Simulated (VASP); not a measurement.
Input of a VASP 6.6.1 run:

File INCAR:

```
PREC = Accurate ; ENCUT = 520
EDIFF = 1E-6 ; ISMEAR = -1
SIGMA = 0.1 ; LREAL = False
LASPH = True ; NELM = 80
ALGO = Normal ; ISIF = 2
LWAVE = False ; LCHARG = True
GGA = PS ; LELF = True
LVHAR = True ; NBANDS = 9
```

File KPOINTS:

```
Automatic mesh
0
Gamma
  11 11 11
```

POSCAR

```
Te
1.0
    3.1508842372      0.0000000000      0.0000000000
    0.0000000000      3.1508842372      0.0000000000
    0.0000000000      0.0000000000      3.1508842372
Te
1
Direct
    0.0000000000      0.0000000000      0.0000000000
```

Potentials or basis: VASP PAW PBE potentials, release 64 (Te).

Run with:

```bash
$ cat potpaw_PBE.64/Te/POTCAR > POTCAR
$ mpirun -np 1 vasp_std > vasp.out
```

(1) Estimate the band gap on the k mesh.

(2) Predict the pressure.

Answers

(1) zero (band 3 reaches 9.57 eV, above the bottom of band 4 at 3.88 eV).

(2) 0.1 GPa.

Caveat: the PAW data sets were made with another functional, which shifts forces and pressure a little; spin-orbit coupling is left out, which moves the levels of the heavy elements.
